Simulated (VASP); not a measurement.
# Si2W (P6_222) in VASP: single point with r2SCAN

Aim: the single point of Si2W with r2SCAN.

Program: VASP 6.6.1. These are calculated values, not measurements. Logs are shortened: lines on timing, memory, paths and dates and some standing lists are left out, and cuts for length are marked.

## Step 1: The cell of the first run

It takes space group P6_222 (No. 180, hexagonal). Conventional cell: a = 4.617 Å, b = 4.617 Å, c = 6.653 Å, α = 90.00°, β = 90.00°, γ = 120.00°. Si (site symmetry 2) has 9 Si at 2.57 to 3.23 Å and 5 W at 2.59 to 2.69 Å within 3.4 Å. W (site symmetry 222) has 10 Si at 2.59 to 2.69 Å and 4 W at 3.20 Å within 3.4 Å.

## Step 2: Single point, r2SCAN

POSCAR reads:

```
Si2W
1.0
    4.6168523821      0.0000000000      0.0000000000
   -2.3084261911      3.9983114484      0.0000000000
    0.0000000000      0.0000000000      6.6532220000
Si W
6 3
Direct
    0.8363740000      0.6727480000      0.5000000000
    0.1636260000      0.8363740000      0.8333333300
    0.6727480000      0.8363740000      0.1666666700
    0.1636260000      0.3272520000      0.5000000000
    0.8363740000      0.1636260000      0.8333333300
    0.3272520000      0.1636260000      0.1666666700
    0.0000000000      0.5000000000      0.1666666700
    0.5000000000      0.5000000000      0.8333333300
    0.5000000000      0.0000000000      0.5000000000
```

INCAR.step1 reads:

```
ALGO = Normal
EDIFF = 1E-4
ENCUT = 520
GGA = PE
ISMEAR = 0
LASPH = T
LCHARG = F
LREAL = F
LWAVE = T
NBANDS = 43
NELM = 60
PREC = Accurate
SIGMA = 0.05
```

INCAR.step2 reads:

```
ALGO = Normal
EDIFF = 1E-6
ENCUT = 520
ISIF = 2
ISMEAR = 0
ISTART = 1
LASPH = T
LCHARG = F
LMIXTAU = T
LREAL = F
LWAVE = F
METAGGA = R2SCAN
NBANDS = 43
NELM = 60
PREC = Accurate
SIGMA = 0.05
```

KPOINTS reads:

```
k-points
0
Gamma
  9 9 6
```

Potentials or basis: VASP PAW PBE potentials, release 64 (Si, W_sv).

Run with:

```bash
cat potpaw_PBE.64/Si/POTCAR potpaw_PBE.64/W_sv/POTCAR > POTCAR
cp INCAR.step1 INCAR
mpirun -np 1 vasp_std > vasp.out
cp INCAR.step2 INCAR
mpirun -np 1 vasp_std > vasp.out
```

OUTCAR:

```text
EDIFF = 1E-6
   ENCUT = 520
   ISIF = 2
   ISMEAR = 0
   ISTART = 1
   LASPH = T
   LREAL = F
   METAGGA = R2SCAN
   NELM = 60
   PREC = Accurate

 ion  position               nearest neighbor table
   1  0.836  0.673  0.500-   2 2.57   3 2.57   8 2.59   7 2.59   4 2.62   9 2.65   9 2.65   9 2.69
                             4 2.69   4 2.69
   2  0.164  0.836  0.833-   1 2.57   6 2.57   9 2.59   7 2.59   5 2.62   8 2.65   8 2.65   8 2.69
                             5 2.69   5 2.69
   3  0.673  0.836  0.167-   1 2.57   5 2.57   9 2.59   8 2.59   6 2.62   7 2.65   7 2.65   7 2.69
                             6 2.69   6 2.69
   4  0.164  0.327  0.500-   5 2.57   6 2.57   8 2.59   7 2.59   1 2.62   9 2.65   9 2.65   9 2.69
                             1 2.69   1 2.69
   5  0.836  0.164  0.833-   4 2.57   3 2.57   9 2.59   7 2.59   2 2.62   8 2.65   8 2.65   8 2.69
                             2 2.69   2 2.69
   6  0.327  0.164  0.167-   4 2.57   2 2.57   9 2.59   8 2.59   3 2.62   7 2.65   7 2.65   7 2.69
                             3 2.69   3 2.69
   7  0.000  0.500  0.167-   1 2.59   4 2.59   2 2.59   5 2.59   6 2.65   3 2.65   6 2.65   3 2.65
                             3 2.69   6 2.69   9 3.20   9 3.20   8 3.20   8 3.20
   8  0.500  0.500  0.833-   1 2.59   4 2.59   3 2.59   6 2.59   2 2.65   5 2.65   2 2.65   5 2.65
                             5 2.69   2 2.69   9 3.20   9 3.20   7 3.20   7 3.20
   9  0.500  0.000  0.500-   2 2.59   5 2.59   3 2.59   6 2.59   4 2.65   1 2.65   4 2.65   1 2.65
                             4 2.69   1 2.69   7 3.20   7 3.20   8 3.20   8 3.20

  LATTYP: Found a hexagonal cell.
 ALAT       =     4.6168523821
 C/A-ratio  =     1.4410731488

  Lattice vectors:

 A1 = (   4.6168523821,   0.0000000000,   0.0000000000)
 A2 = (  -2.3084261911,   3.9983114484,   0.0000000000)
 A3 = (   0.0000000000,   0.0000000000,   6.6532220000)

Analysis of symmetry for initial positions (statically):
=====================================================================
 Subroutine PRICEL returns:
 Original cell was already a primitive cell.

 Routine SETGRP: Setting up the symmetry group for a
 hexagonal supercell.

 Subroutine GETGRP returns: Found 12 space group operations
 (whereof  4 operations were pure point group operations)
 out of a pool of 24 trial point group operations.

The static configuration has the point symmetry D_2 .
 The point group associated with its full space group is D_6 .

Analysis of symmetry for dynamics (positions and initial velocities):
=====================================================================
 Subroutine PRICEL returns:
 Original cell was already a primitive cell.

 Routine SETGRP: Setting up the symmetry group for a
 hexagonal supercell.

 Subroutine GETGRP returns: Found 12 space group operations
 (whereof  4 operations were pure point group operations)
 out of a pool of 24 trial point group operations.

The dynamic configuration has the point symmetry D_2 .
[... 126 lines left out ...]
   NUPDOWN=      -1.0000    fix difference up-down
   EMIN   =  10.00;   EMAX   =-10.00  energy-range for DOS
   EFERMI =   0.00;   METHOD = LEGACY
   ISMEAR =     0;   SIGMA  =   0.05  broadening in eV -4-tet -1-fermi 0-gaus
   EFERMI_NEDOS =   21; number of points for ismear=-14 and -15
   IALGO  =     38    algorithm
   IMIX   =      4    mixing-type and parameters
     AMIX     =   0.40;   BMIX     =  1.00
     AMIX_MAG =   1.60;   BMIX_MAG =  1.00
  volume/ion in A,a.u.               =      13.65        92.09
  Fermi-wavevector in a.u.,A,eV,Ry     =   1.330979  2.515186 24.102797  1.771506
  Thomas-Fermi vector in A             =   2.460025
   LORBIT       =      0    0 simple, 1 ext, 2 COOP (PROOUT), +10 PAW based schemes
   METAGGA = R2SCAN    functional components
   LHFCALC =     F    Hartree Fock is set to
   AEXX    =    0.0000 exact exchange contribution
   IVDW    =     0    specifies the selected vdW correction
   LEPSILON=     F    determine dielectric tensor
   LRPA    =     F    only Hartree local field effects (RPA)
 non-spin polarized calculation
 Gauss-broadening in eV      SIGMA  =   0.05
  energy-cutoff  :      520.00
  volume of cell :      122.82
 maximum number of plane-waves:      3343
 NGX is ok and might be reduce to    36
   NGX = 17   NGY = 17   NGZ = 25

 number of electron      66.0000007 magnetization

 Free energy of the ion-electron system (eV)
  ---------------------------------------------------
  ext. energy  EPLUGINS =         0.00000000
  ---------------------------------------------------
  free energy    TOTEN  =      -208.74864482 eV

  energy without entropy =     -208.74864377  energy(sigma->0) =     -208.74864430

 E-fermi :  12.3851     XC(G=0): -13.4410

 val. band max:       12.2576950461   @ k =   0.4444   0.0000   0.5000
 cond. band min:      12.5125288731   @ k =   0.4444   0.0000   0.0000
 fundamental gap:      0.2548338269
 Fermi energy:        12.3851122436

 k-point     1 :       0.0000    0.0000    0.0000
  band No.  band energies     occupation
      1     -63.9198      2.00000
      2     -63.9061      2.00000
      3     -63.9061      2.00000
      4     -27.6559      2.00000
      5     -27.6525      2.00000
      6     -27.6525      2.00000
[... 1093 lines left out ...]
     42      15.5887      0.00000
     43      15.8823      0.00000

 [... further k-points ...]
[... 5 lines left out ...]
  --------------------------------------------------------------------------------------
  -------------------------------------------------------------------------------------
  Total       -3.7661401     -3.7661401     -3.7548989      0.0000000      0.0000000      0.0000000
  in kB      -49.1306412    -49.1306412    -48.9839957      0.0000000      0.0000000      0.0000000
  external PRESSURE =     -49.0817593 kB  Pullay stress =       0.0000000 kB

 VOLUME and BASIS-vectors are now :
 -----------------------------------------------------------------------------
  energy-cutoff  :      520.00
  volume of cell :      122.82
      direct lattice vectors                 reciprocal lattice vectors
     4.616852382  0.000000000  0.000000000     0.216597785  0.125052790  0.000000000
    -2.308426191  3.998311448  0.000000000     0.000000000  0.250105579  0.000000000
     0.000000000  0.000000000  6.653222000     0.000000000  0.000000000  0.150303116

 POSITION                                       TOTAL-FORCE (eV/Angst)
 -----------------------------------------------------------------------------------
      2.30843      2.68986      3.32661        -0.000000      0.002722     -0.000000
     -1.17527      3.34408      5.54435        -0.002358      0.001361      0.000000
      1.17527      3.34408      1.10887         0.002358      0.001361      0.000000
     -0.00000      1.30846      3.32661         0.000000     -0.002722     -0.000000
      3.48370      0.65423      5.54435         0.002358     -0.001361      0.000000
      1.13316      0.65423      1.10887        -0.002358     -0.001361     -0.000000
     -1.15421      1.99916      1.10887         0.000000      0.000000     -0.000000
      1.15421      1.99916      5.54435         0.000000     -0.000000     -0.000000
      2.30843      0.00000      3.32661         0.000000     -0.000000     -0.000000
 -----------------------------------------------------------------------------------
    total drift:                               -0.000000     -0.000000      0.000035

  FREE ENERGIE OF THE ION-ELECTRON SYSTEM (eV)
  ---------------------------------------------------
  free  energy   TOTEN  =      -208.7486448244 eV

  energy  without entropy=     -208.7486437709  energy(sigma->0) =     -208.74864430
```

OSZICAR.step1:

```text
N       E                     dE             d eps       ncg     rms          rms(c)
DAV:   1     0.634815155101E+03    0.63482E+03   -0.35101E+04  4272   0.157E+03
DAV:   2    -0.377010452264E+02   -0.67252E+03   -0.64884E+03  4466   0.447E+02
DAV:   3    -0.753168573776E+02   -0.37616E+02   -0.36545E+02  5178   0.974E+01
DAV:   4    -0.762840700963E+02   -0.96721E+00   -0.95408E+00  5104   0.145E+01
DAV:   5    -0.763023073542E+02   -0.18237E-01   -0.18182E-01  5117   0.213E+00    0.424E+01
DAV:   6    -0.741470986447E+02    0.21552E+01   -0.11837E+01  4994   0.166E+01    0.146E+01
DAV:   7    -0.739034544896E+02    0.24364E+00   -0.11973E+00  4873   0.430E+00    0.743E+00
DAV:   8    -0.738349198270E+02    0.68535E-01   -0.15569E-01  4985   0.221E+00    0.564E-01
DAV:   9    -0.738338267450E+02    0.10931E-02   -0.13427E-02  5466   0.462E-01    0.360E-01
DAV:  10    -0.738334938150E+02    0.33293E-03   -0.27936E-03  5100   0.330E-01    0.111E-01
DAV:  11    -0.738333698283E+02    0.12399E-03   -0.49883E-04  4144   0.132E-01    0.255E-02
DAV:  12    -0.738333685912E+02    0.12371E-05   -0.24585E-05  2528   0.285E-02
   1 F= -.73833369E+02 E0= -.73833321E+02  d E =-.943587E-04
```

Wall time 26 min (1 thread of Oxide Virtual Turin-like, shared host); peak memory 0.34 GiB.

Results:

```yaml
Free_energy: -208.7486 eV
Pressure: -4.9 GPa
Band_gap_on_the_k_mesh: 0.25 eV, indirect (least direct gap 0.83 eV)
```

Forces in eV/Å, atoms in the order of the input:
```
Si   0.000  0.003  0.000
Si  -0.002  0.001  0.000
Si   0.002  0.001  0.000
Si   0.000 -0.003  0.000
Si   0.002 -0.001  0.000
Si  -0.002 -0.001  0.000
W    0.000  0.000  0.000
W    0.000  0.000  0.000
W    0.000  0.000  0.000
```

Levels at points of the mesh, in eV from the valence-band top:
```
           k point  band 31  band 32  band 33  band 34  band 35  band 36
(0.00, 0.00, 0.00)    -3.17    -2.72    -0.89     2.49     2.49     2.59
(0.00, 0.00, 0.50)    -2.77    -0.69    -0.69     2.04     2.32     2.32
```

Caveat: the PAW data sets were made with another functional, which shifts forces and pressure a little; spin-orbit coupling is left out, which moves the levels of the heavy elements. A k mesh can miss the band edges.
